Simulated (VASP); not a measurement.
Here is a VASP 6.6.1 calculation.

Contents of INCAR:

```
SYSTEM = Zn
ALGO = Normal
EDIFF = 1E-7
ENCUT = 520
GGA = CA
ISIF = 2
ISMEAR = 0
LASPH = .TRUE.
LCHARG = .FALSE.
LREAL = .FALSE.
LWAVE = .FALSE.
NBANDS = 19
NELM = 100
PREC = Accurate
SIGMA = 0.02
```

Contents of KPOINTS:

```
k-points
0
G
  11 11 6
  0 0 0
```

Contents of POSCAR:

```
Zn
1.0
    2.6700000000      0.0000000000      0.0000000000
   -1.3350000000      2.3122878281      0.0000000000
    0.0000000000      0.0000000000      4.9660000000
Zn
2
Direct
    0.6666666667      0.3333333333      0.7500000000
    0.3333333333      0.6666666667      0.2500000000
```

Potentials or basis: VASP PAW LDA potentials, release 64 (Zn).

The run is started by

```sh
$ cat potpaw_LDA.64/Zn/POTCAR > POTCAR
$ mpirun -np 1 vasp_std > vasp.out
```

(1) Estimate the pressure.

(2) Predict the band gap on the k mesh.

Answers

(1) -8.6 GPa.

(2) zero (band 12 reaches 4.53 eV, above the bottom of band 13 at -0.30 eV).
